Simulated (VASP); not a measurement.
# BN (Cm) in VASP: a series of runs, part 2 of 2

VASP 6.6.1. The steps go on from the part before.

## (4) Single point, PBE+D3(BJ)

File INCAR:

```
PREC     = Accurate       # precision mode
ENCUT    = 520            # plane-wave cutoff, eV
EDIFF    = 1E-6           # SCF threshold, eV
ISMEAR   = 0              # smearing method
SIGMA    = 0.05           # smearing width, eV
LREAL    = F              # projectors in reciprocal space
LASPH    = T              # aspherical terms in the spheres
NELM     = 80             # most SCF steps
ALGO     = Normal         # electronic algorithm
ISIF     = 2              # what is computed and relaxed
LWAVE    = F              # write WAVECAR
LCHARG   = T              # write CHGCAR
GGA      = PE             # functional
IVDW     = 12             # dispersion correction
LELF     = T              # ELF
LVHAR    = T            
NBANDS   = 11             # bands
```

File KPOINTS:

```
Automatic mesh
0
Gamma
  12 12 12
```

File POSCAR:

```
BN
1.0
    1.2511217832      0.7223354983      3.3729344033
   -1.2511217832      0.7223354983      3.3729344033
    0.0000000000     -1.4446709967      3.3729344033
B N
1 1
Direct
    0.8842628410      1.0573123722      1.0573123722
    0.3327618000      0.3327618000      0.3327618000
```

Potentials or basis: VASP PAW PBE potentials, release 64 (B, N).

The run is started by

```console
> cat potpaw_PBE.64/B/POTCAR potpaw_PBE.64/N/POTCAR > POTCAR
> mpirun -np 1 vasp_std > vasp.out
```

OUTCAR:

```text
PREC = Accurate
   ENCUT = 520
   EDIFF = 1E-6
   ISMEAR = 0
   LREAL = F
   LASPH = T
   NELM = 80
   ISIF = 2
   GGA = PE
   IVDW = 12
 IVDW          = 12

 ion  position               nearest neighbor table
   1  0.884  0.057  0.057-   2 1.19   2 1.58   2 1.58
   2  0.333  0.333  0.333-   1 1.19   1 1.58   1 1.58

  LATTYP: Found a trigonal (rhomboedric) cell.
 ALAT       =     3.6692997666
 COS(alpha) =     0.7674786796

  Lattice vectors:

 A1 = (   1.2511217832,   0.7223354983,   3.3729344033)
 A2 = (  -1.2511217832,   0.7223354983,   3.3729344033)
 A3 = (   0.0000000000,  -1.4446709967,   3.3729344033)

Analysis of symmetry for initial positions (statically):
=====================================================================
 Subroutine PRICEL returns:
 Original cell was already a primitive cell.

 Routine SETGRP: Setting up the symmetry group for a
 trigonal (rhombohedral) supercell.

 Subroutine GETGRP returns: Found  2 space group operations
 (whereof  2 operations were pure point group operations)
 out of a pool of 12 trial point group operations.

The static configuration has the point symmetry C_1h.

Analysis of symmetry for dynamics (positions and initial velocities):
=====================================================================
 Subroutine PRICEL returns:
 Original cell was already a primitive cell.

 Routine SETGRP: Setting up the symmetry group for a
 trigonal (rhombohedral) supercell.

 Subroutine GETGRP returns: Found  2 space group operations
 (whereof  2 operations were pure point group operations)
 out of a pool of 12 trial point group operations.

The dynamic configuration has the point symmetry C_1h.

 Subroutine INISYM returns: Found  2 space group operations
 (whereof  2 operations are pure point group operations),
 and found     1 'primitive' translations

----------------------------------------------------------------------------------------

                                     Primitive cell

[... 118 lines left out ...]
   IVDW    =    12    specifies the selected vdW correction
   LEPSILON=     F    determine dielectric tensor
   LRPA    =     F    only Hartree local field effects (RPA)
 non-spin polarized calculation
 Gauss-broadening in eV      SIGMA  =   0.05
  energy-cutoff  :      520.00
  volume of cell :       18.29
 maximum number of plane-waves:       517
   NGX = 13   NGY = 13   NGZ = 13

 number of electron       8.0000000 magnetization

 Free energy of the ion-electron system (eV)
  ---------------------------------------------------
  ext. energy  EPLUGINS =         0.00000000
  ---------------------------------------------------
  free energy    TOTEN  =       -15.84955789 eV

  energy without entropy =      -15.84955789  energy(sigma->0) =      -15.84955789

 E-fermi :   3.5376     XC(G=0):  -9.9199

 val. band max:        3.2480732887   @ k =   0.0000   0.0000   0.0000
 cond. band min:       5.2525212769   @ k =  -0.0000   0.5000   0.5000
 fundamental gap:      2.0044479882
 Fermi energy:         3.5375864531

 k-point     1 :       0.0000    0.0000    0.0000
  band No.  band energies     occupation
      1     -15.7437      2.00000
      2      -2.3080      2.00000
      3      -1.7364      2.00000
      4       3.2481      2.00000
      5       7.2686      0.00000
      6      10.7412      0.00000
      7      15.2164      0.00000
      8      15.7436      0.00000
      9      19.4691      0.00000
     10      27.6034      0.00000
     11      28.0738      0.00000
[... 309 lines left out ...]
 k-point    24 :      -0.0833   -0.3333    0.0000
  band No.  band energies     occupation
      1     -14.0759      2.00000
      2      -4.3336      2.00000
      3      -1.1086      2.00000
      4      -0.8152      2.00000
      5       9.6207      0.00000
      6      11.2314      0.00000
      7      12.5050      0.00000
      8      18.8548      0.00000
      9      20.5652      0.00000
     10      24.0567      0.00000
     11      25.7627      0.00000

 [... further k-points ...]

------------------------ aborting loop because EDIFF is reached ----------------------------------------

 Edisp (eV)   -0.27753

 E8    (eV) :    -0.0812

  FORCE on cell =-STRESS in cart. coord.  units (eV):
  Direction    XX          YY          ZZ          XY          YZ          ZX
  --------------------------------------------------------------------------------------
  -------------------------------------------------------------------------------------
  Total       8.59900     2.53721    -0.09548     5.24966     0.00872     0.01511
  in kB     753.28769   222.26445    -8.36451   459.87961     0.76398     1.32324
  external pressure =      322.40 kB  Pullay stress =        0.00 kB

 VOLUME and BASIS-vectors are now :
 -----------------------------------------------------------------------------
  energy-cutoff  :      520.00
  volume of cell :       18.29
      direct lattice vectors                 reciprocal lattice vectors
     1.251121783  0.722335498  3.372934403     0.399641351  0.230733042  0.098825916
    -1.251121783  0.722335498  3.372934403    -0.399641351  0.230733042  0.098825916
     0.000000000 -1.444670997  3.372934403     0.000000000 -0.461466083  0.098825916

 POSITION                                       TOTAL-FORCE (eV/Angst)
 -----------------------------------------------------------------------------------
      1.03462      0.59734      3.36918        14.111534      8.147298      0.009177
      0.00000     -0.00000      3.36715       -14.111534     -8.147298     -0.009177
 -----------------------------------------------------------------------------------
    total drift:                               -0.000077     -0.000045     -0.000068

  FREE ENERGIE OF THE ION-ELECTRON SYSTEM (eV)
  ---------------------------------------------------
  free  energy   TOTEN  =       -16.1270883542 eV

  energy  without entropy=      -16.1270883542  energy(sigma->0) =      -16.12708835
```

Wall time 56 s (1 thread of Intel Xeon 6975P-C (Granite Rapids), shared host); peak memory 0.23 GiB.

What came out:

```yaml
Free_energy: -16.1271 eV
Pressure: 32.2 GPa
Largest_force: 16.295 eV/Å
Band_gap_on_the_k_mesh: 2.00 eV, indirect (least direct gap 3.95 eV)
Dispersion_energy_per_atom: -0.139 eV
```

Forces in eV/Å, atoms in the order of the input:
```
B    14.112   8.147   0.009
N   -14.112  -8.147  -0.009
```

Stress tensor (GPa, compression positive):
```
75.33 45.99  0.13
45.99 22.23  0.08
 0.13  0.08 -0.84
```

Caveat: the cell differs from its parent crystal (all B atoms moved +0.250 Å, as atom 1 towards its neighbour atom 2 (N) at 1.445 Å); forces of over 1 eV/Å act on the atoms, so gaps and moduli don't describe the material at rest. A k mesh can miss the band edges.
